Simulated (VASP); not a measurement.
# NaH in VASP: further runs, part 3 of 3

VASP 6.6.1.

## (5) Single point, r2SCAN

This run uses another cell than the first one, of 12.73 Å³/atom, 0.987 times its volume.

Input file POSCAR:

```
NaH
1.0
    2.9354192000      0.0000000000      0.0000000000
    0.0000000000      2.9354192000      0.0000000000
    0.0000000000      0.0000000000      2.9551200000
Na H
1 1
Direct
    0.0000000000      0.0000000000      0.0000000000
    0.5000000000      0.5000000000      0.5000000000
```

Input file INCAR.step1:

```
SYSTEM = NaH
PREC     = Accurate       ! precision mode
ENCUT    = 520            ! plane-wave cutoff, eV
ISMEAR   = 0              ! smearing method
SIGMA    = 0.02           ! smearing width, eV
LREAL    = .False.        ! projectors in reciprocal space
LASPH    = .True.         ! aspherical terms in the spheres
NELM     = 80             ! most SCF steps
NBANDS   = 11             ! bands
GGA      = PE             ! functional
ALGO     = Normal         ! electronic algorithm
EDIFF    = 1E-4           ! SCF threshold, eV
LWAVE    = .True.         ! write WAVECAR
LCHARG   = .False.        ! write CHGCAR
```

Input file INCAR.step2:

```
SYSTEM = NaH
PREC     = Accurate       ! precision mode
ENCUT    = 520            ! plane-wave cutoff, eV
EDIFF    = 1E-6           ! SCF threshold, eV
ISMEAR   = 0              ! smearing method
SIGMA    = 0.02           ! smearing width, eV
LREAL    = .False.        ! projectors in reciprocal space
LASPH    = .True.         ! aspherical terms in the spheres
NELM     = 80             ! most SCF steps
ALGO     = Normal         ! electronic algorithm
ISIF     = 2              ! what is computed and relaxed
LWAVE    = .False.        ! write WAVECAR
LCHARG   = .False.        ! write CHGCAR
METAGGA  = R2SCAN         ! meta-GGA
LMIXTAU  = .True.       
NBANDS   = 11             ! bands
ISTART   = 1
```

Input file KPOINTS:

```
regular mesh
0
Gamma
  6 6 6
  0 0 0
```

On the command line:

```bash
cat potpaw_PBE.64/Na_pv/POTCAR potpaw_PBE.64/H/POTCAR > POTCAR
cp INCAR.step1 INCAR
mpirun -np 1 vasp_std > vasp.out
cp INCAR.step2 INCAR
mpirun -np 1 vasp_std > vasp.out
```

Wall time 56 s (1 thread of AMD EPYC 7R13 (Zen 3), shared host); peak memory 0.1 GiB.

Results (log left out):

- Free energy: -7.2919 eV
- Pressure: -0.6 GPa
- Band gap on the k mesh: 1.56 eV, indirect (least direct gap 5.12 eV)

Stress tensor (GPa, compression positive):
```
-0.27  0.00  0.00
 0.00 -0.27  0.00
 0.00  0.00 -1.14
```

Levels at points of the mesh, in eV from the valence-band top:
| k point | band 1 | band 2 | band 3 | band 4 | band 5 | band 6 | band 7 | band 8 |
| --- | --- | --- | --- | --- | --- | --- | --- | --- |
| (0.00, 0.00, 0.00) | -25.49 | -25.49 | -25.49 | -6.02 | 9.80 | 11.58 | 11.70 | 13.23 |
| (0.50, 0.00, 0.00) | -25.66 | -25.47 | -25.47 | -3.52 | 1.63 | 12.04 | 14.86 | 15.04 |
| (0.50, 0.50, 0.00) | -25.63 | -25.63 | -25.46 | -1.82 | 4.88 | 4.88 | 7.85 | 15.66 |
| (0.00, 0.00, 0.50) | -25.66 | -25.47 | -25.47 | -3.56 | 1.56 | 12.10 | 14.87 | 15.23 |
| (0.50, 0.00, 0.50) | -25.63 | -25.62 | -25.46 | -1.86 | 4.81 | 4.82 | 7.79 | 15.83 |
| (0.50, 0.50, 0.50) | -25.61 | -25.61 | -25.60 | 0.00 | 7.28 | 7.31 | 7.31 | 10.17 |

Caveat: the PAW data sets were made with another functional, which shifts forces and pressure a little. A k mesh can miss the band edges.

## (6) Single point, r2SCAN

This run uses another cell than the first one, of 13.08 Å³/atom, 1.013 times its volume.

Input file POSCAR:

```
NaH
1.0
    2.9748208000      0.0000000000      0.0000000000
    0.0000000000      2.9748208000      0.0000000000
    0.0000000000      0.0000000000      2.9551200000
Na H
1 1
Direct
    0.0000000000      0.0000000000      0.0000000000
    0.5000000000      0.5000000000      0.5000000000
```

Input file INCAR.step1:

```
  ALGO = Normal
  EDIFF = 1E-4
  ENCUT = 520
  GGA = PE
  ISMEAR = 0
  LASPH = True
  LCHARG = False
  LREAL = False
  LWAVE = True
  NBANDS = 11
  NELM = 100
  PREC = Accurate
  SIGMA = 0.02
```

Input file INCAR.step2:

```
  ALGO = Normal
  EDIFF = 1E-6
  ENCUT = 520
  ISIF = 2
  ISMEAR = 0
  ISTART = 1
  LASPH = True
  LCHARG = False
  LMIXTAU = True
  LREAL = False
  LWAVE = False
  METAGGA = R2SCAN
  NBANDS = 11
  NELM = 100
  PREC = Accurate
  SIGMA = 0.02
```

Input file KPOINTS:

```
k-points
0
Gamma
  6 6 6
```

Potentials or basis: VASP PAW PBE potentials, release 64 (Na_pv, H).

On the command line:

```bash
cat potpaw_PBE.64/Na_pv/POTCAR potpaw_PBE.64/H/POTCAR > POTCAR
cp INCAR.step1 INCAR
mpirun -np 1 vasp_std > vasp.out
cp INCAR.step2 INCAR
mpirun -np 1 vasp_std > vasp.out
```

Wall time 48 s (1 thread of AMD EPYC 7R13 (Zen 3), shared host); peak memory 0.11 GiB.

Results (log left out):

```yaml
Free_energy: -7.2881 eV
Pressure: -1.2 GPa
Band_gap_on_the_k_mesh: 1.58 eV, indirect (least direct gap 5.05 eV)
```

Stress tensor (GPa, compression positive):
```
-1.45  0.00  0.00
 0.00 -1.45  0.00
 0.00  0.00 -0.64
```

Levels at points of the mesh, in eV from the valence-band top:
| k point | band 2 | band 3 | band 4 | band 5 | band 6 | band 7 |
| --- | --- | --- | --- | --- | --- | --- |
| (0.00, 0.00, 0.00) | -25.48 | -25.48 | -5.90 | 9.57 | 11.47 | 11.59 |
| (0.50, 0.00, 0.00) | -25.47 | -25.47 | -3.47 | 1.58 | 11.85 | 14.70 |
| (0.50, 0.50, 0.00) | -25.61 | -25.46 | -1.82 | 4.75 | 4.75 | 7.64 |
| (0.00, 0.00, 0.50) | -25.47 | -25.47 | -3.43 | 1.64 | 11.79 | 14.70 |
| (0.50, 0.00, 0.50) | -25.61 | -25.46 | -1.78 | 4.80 | 4.82 | 7.70 |
| (0.50, 0.50, 0.50) | -25.59 | -25.59 | 0.00 | 7.25 | 7.25 | 7.28 |

Caveat: the PAW data sets were made with another functional, which shifts forces and pressure a little.

## (7) Summary

```csv
cell,gap on the mesh (eV),pressure (GPa)
"a = 2.955 Å, 2 atoms",1.60,-0.9
"a = 2.896, b = 2.896, c = 2.955 Å, 2 atoms",1.47,0.3
"a = 2.916, b = 2.916, c = 2.955 Å, 2 atoms",1.51,-0.1
"a = 2.935, b = 2.935, c = 2.955 Å, 2 atoms",1.56,-0.6
"a = 2.975, b = 2.975, c = 2.955 Å, 2 atoms",1.58,-1.2
```

Alike in all rows: task single point; level r2SCAN; potentials or basis VASP PAW PBE potentials, release 64 (Na_pv, H); no spin polarisation; k mesh 6 × 6 × 6; cutoff (eV) 520; smearing gaussian 0.02 eV.

Caveats: the PAW data sets were made with another functional, which shifts forces and pressure a little.

Absolute energies hang on the potentials; compare differences alone.
